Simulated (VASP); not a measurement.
Re, 2 atoms in the cell. The structure is hexagonal, space group P6_3/mmc (No. 194). Conventional cell: a = 2.612 Å, b = 2.612 Å, c = 4.176 Å, α = 90.00°, β = 90.00°, γ = 120.00°. Re (site symmetry -6m2) has 12 Re at 2.58 to 2.61 Å within 3.4 Å.  This cell differs from its parent crystal: volume scaled by 1.01.

```yaml
Program: VASP 6.6.1
Task: electric field gradients
Functional: PBE
Potentials_or_basis: VASP PAW PBE potentials, release 64 (Re)
Cutoff: 520 eV
k_mesh: 14 × 14 × 8
Occupations: fermi-dirac, width 0.05 eV
Spin: no spin polarisation
Dipole_correction: no
Further_INCAR_settings: ALGO = Normal; EDIFF = 1e-08; NBANDS = 14
```

Potentials or basis: VASP PAW PBE potentials, release 64 (Re).

Command:

```sh
$ cat potpaw_PBE.64/Re/POTCAR > POTCAR
$ mpirun -np 1 vasp_std > vasp.out
```

Hardware: 1 thread of Intel(R) Xeon(R) Platinum 8259CL CPU @ 2.50GHz (Skylake/Cascade Lake) (shared host).

Task: Estimate the wall time of this run.

Result: It took 34 s on 1 thread of Intel(R) Xeon(R) Platinum 8259CL CPU @ 2.50GHz (Skylake/Cascade Lake), on a shared host, peak memory 0.16 GiB. Counts: scf iterations 15, k points 120.
